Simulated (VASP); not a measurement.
The system is Te.

```
Te
1.0
     4.45800    0.00000    0.00000
    -2.22900    3.86074    0.00000
     0.00000    0.00000    5.92500
Te
3
Direct
  0.74500 0.00000 0.33333
  0.00000 0.74500 0.66667
  0.25500 0.25500 0.00000
```

| Quantity | Value |
| --- | --- |
| Program | VASP 6.6.1 |
| Task | relaxation of the atoms |
| Functional | PBE |
| Potentials or basis | VASP PAW PBE potentials, release 64 (Te) |
| Cutoff | 520 eV |
| k mesh | 8 × 8 × 5 |
| Occupations | fermi-dirac, width 0.05 eV |
| Spin | no spin polarisation |

At the start: pressure 3.2 GPa; volume 33.99 Å³/atom.

Task: How do energy, volume and symmetry change on relaxing?

Result: Over 4 steps the energy falls by 25.5 meV/atom; space group P3_121 (No. 152, to 0.05 Å).

Step by step:
```csv
step,energy change (eV),largest force (eV/Å),pressure (GPa)
1,0.0000,0.6375,3.18
2,-0.0462,0.3740,2.22
3,-0.0743,0.0819,0.38
4,-0.0764,0.0181,0.66
```

Final structure:
```cif
data_structure
_symmetry_space_group_name_H-M 'P 1'
_symmetry_Int_Tables_number 1
_cell_length_a 4.4580
_cell_length_b 4.4580
_cell_length_c 5.9250
_cell_angle_alpha 90.000
_cell_angle_beta 90.000
_cell_angle_gamma 120.000
_cell_volume 101.98
loop_
_atom_site_label
_atom_site_type_symbol
_atom_site_fract_x
_atom_site_fract_y
_atom_site_fract_z
_atom_site_occupancy
Te1 Te 0.72422 0.00000 0.33333 1
Te2 Te 0.00000 0.72422 0.66667 1
Te3 Te 0.27578 0.27578 0.00000 1
```
